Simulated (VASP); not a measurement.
LiFeP, 6 atoms in the cell. Symmetry: P4/nmm, No. 129, tetragonal system. The conventional cell has a = 3.601 Å, b = 3.601 Å, c = 5.692 Å, α = 90.00°, β = 90.00°, γ = 90.00°. Li (site symmetry 4mm) has 6 P at 2.50 to 3.19 Å and 4 Fe at 2.67 Å and 4 Li at 3.09 Å within 3.3 Å. Within 2.9 Å of Fe (site symmetry -4m2) lie 4 P at 2.17 Å and 4 Fe at 2.55 Å and 4 Li at 2.67 Å. P (site symmetry 4mm) has 4 Fe at 2.17 Å and 5 Li at 2.50 to 2.66 Å within 2.9 Å. 

```yaml
Program: VASP 6.6.1
Task: single point
Functional: PBEsol
Dispersion: D3(BJ)
Potentials_or_basis: VASP PAW PBE potentials, release 64 (Li_sv, Fe, P)
Cutoff: 520 eV
k_mesh: 14 × 14 × 10
Occupations: gaussian, width 0.1 eV
Spin: no spin polarisation
Dipole_correction: no
Further_INCAR_settings: ALGO = Fast; EDIFF = 1e-06; NBANDS = 25
```

Potentials or basis: VASP PAW PBE potentials, release 64 (Li_sv, Fe, P).

Command:

```sh
$ cat potpaw_PBE.64/Li_sv/POTCAR potpaw_PBE.64/Fe/POTCAR potpaw_PBE.64/P/POTCAR > POTCAR
$ mpirun -np 1 vasp_std > vasp.out
```

Hardware: 1 thread of AMD EPYC 9R45 96-Core Processor (Zen 5), on a shared host.

Problem. How long does it take, and how much memory?

Solution. Run time: 8.5 min on 1 thread of AMD EPYC 9R45 96-Core Processor (Zen 5) (shared host), peak memory 0.43 GiB. Counts: scf iterations 27, k points 216.
